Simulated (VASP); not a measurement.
Write the native input for VASP 6.6.1 that does the following.

- Task: single point
- Functional: r2SCAN
- Potentials or basis: VASP PAW PBE potentials, release 64 (Na_pv, Ca_sv)
- Cutoff: 520 eV
- k mesh: 3 × 3 × 3
- Occupations: methfessel-paxton, width 0.1 eV
- Spin: no spin polarisation
- Dipole correction: no
- Further INCAR settings: ALGO = Normal; EDIFF = 1e-07; NBANDS = 26

NaCa3:

```xyz
4
Lattice="0.0000 4.3373 4.3373 4.3373 0.0000 4.3373 4.3373 4.3373 0.0000" Properties=species:S:1:pos:R:3 pbc="T T T"
Na    8.6286    4.4559    4.4151
Ca    2.2056    2.1092    2.0513
Ca    6.4287    6.2793    6.3887
Ca    4.5637    4.4606    4.2109
```

One way to write it, as run:

POSCAR

```
NaCa3
1.0
    0.0000000000      4.3373300000      4.3373300000
    4.3373300000      0.0000000000      4.3373300000
    4.3373300000      4.3373300000      0.0000000000
Na Ca
1 3
Direct
    0.0279500000      0.9899900000      0.9993900000
    0.2253600000      0.2475800000      0.2609300000
    0.7192600000      0.7536900000      0.7284800000
    0.4735436085      0.4973163915      0.5548763915
```

INCAR.step1

```
SYSTEM = NaCa3
ALGO = Normal
EDIFF = 1E-4
ENCUT = 520
GGA = PE
ISMEAR = 1
LASPH = .TRUE.
LCHARG = .FALSE.
LREAL = .FALSE.
LWAVE = .TRUE.
NBANDS = 26
NELM = 60
PREC = Accurate
SIGMA = 0.1
```

INCAR.step2

```
SYSTEM = NaCa3
ALGO = Normal
EDIFF = 1E-7
ENCUT = 520
ISIF = 2
ISMEAR = 1
ISTART = 1
LASPH = .TRUE.
LCHARG = .FALSE.
LMIXTAU = .TRUE.
LREAL = .FALSE.
LWAVE = .FALSE.
METAGGA = R2SCAN
NBANDS = 26
NELM = 60
PREC = Accurate
SIGMA = 0.1
```

KPOINTS

```
k-points
0
G
  3 3 3
  0 0 0
```

Potentials or basis: VASP PAW PBE potentials, release 64 (Na_pv, Ca_sv).

The run is started by

```bash
$ cat potpaw_PBE.64/Na_pv/POTCAR potpaw_PBE.64/Ca_sv/POTCAR > POTCAR
$ cp INCAR.step1 INCAR
$ mpirun -np 1 vasp_std > vasp.out
$ cp INCAR.step2 INCAR
$ mpirun -np 1 vasp_std > vasp.out
```

It gave:

```yaml
Pressure: 0.8 GPa
Largest_force: 0.892 eV/Å
```

Caveat: the k points lie up to 0.42 Å⁻¹ apart; the PAW data sets were made with another functional, which shifts forces and pressure a little.

Wall time 2.7 min on 1 thread of Intel(R) Xeon(R) 6975P-C (Granite Rapids), with other jobs on the host, peak memory 0.37 GiB.
